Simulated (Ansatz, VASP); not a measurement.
# One calculation of Ir, two programs

INCAR

```
PREC = Accurate
ENCUT = 520
EDIFF = 1E-7
ISMEAR = 0
SIGMA = 0.1
LREAL = F
LASPH = T
NELM = 150
ALGO = Normal
ISIF = 2
LWAVE = F
LCHARG = F
ISPIN = 2
MAGMOM = 1 -1
LORBIT = 11
LMAXMIX = 4
GGA = PS
NBANDS = 20
```

File KPOINTS:

```
Automatic mesh
0
Gamma
  4 18 6
```

Contents of POSCAR:

```
Ir
1.0
   12.2384552500      0.0000000000      0.0000000000
    0.0000000000      2.2334312600      0.0000000000
    0.0000000000      0.0000000000      7.1930008000
Ir
2
Direct
    0.2500000000      0.0000000000      0.1639884000
    0.7500000000      0.0000000000      0.8360116000
```

Input for Ansatz:

```yaml
crystal:
  lattice:
    - [12.23845525, 0.0, 0.0]
    - [0.0, 2.23343126, 0.0]
    - [0.0, 0.0, 7.1930008]
  atoms:
    - { symbol: Ir, position: [0.25, 0.0, 0.1639884], spin: 1.0 }
    - { symbol: Ir, position: [0.75, 0.0, 0.8360116], spin: -1.0 }
basis:
  ecutwfc: 420
kpoints:
  mp_grid: { grid: [4, 18, 6] }
hamiltonian:
  xc: pbesol
scf:
  occupations: { method: gaussian, width: 0.1 }
  lower_state_search: "off"
output:
  forces: true
  stress: true
  eigenvalues: true
  populations: true
magnetization:
  spin_polarized: true
```

Alike in both runs: task single point; functional PBEsol; k mesh 4 × 18 × 6; occupations gaussian, width 0.1 eV; collinear spin.

|  | VASP | Ansatz |
| --- | --- | --- |
| version | VASP 6.6.1 | Ansatz 0.2.0 |
| potentials or method | VASP PAW PBE potentials, release 64 (Ir), cutoff 520 eV | scalar-relativistic, plane waves, PAW |
| valence electrons in the cell | 18 | 34 |

```csv
,VASP,Ansatz,Ansatz less VASP
gap on the k mesh at the Fermi level (eV),none,none,-
pressure (GPa),0.7,0.8,+0.04
"traceless stress, the component that is largest in VASP (GPa)",1.48,1.53,+0.053
net moment per atom (μB),0.00,0.00,0.000
size of the moment on the site where the two differ most (μB),0.53,0.41,-0.121
```

VASP's potentials were made for PBE, not for PBEsol. Site moments also hang on the region over which each program counts them. A gap of «none» marks a metal or a gap that the smearing closes. With one functional, cell and mesh, what is left measures potentials, basis and numerics. VASP's potentials hold 18 valence electrons a cell and Ansatz's 34, so a difference there can come from the potentials and not from the codes. Ansatz's warnings: stability check not made.

Neither program's run includes spin-orbit coupling.
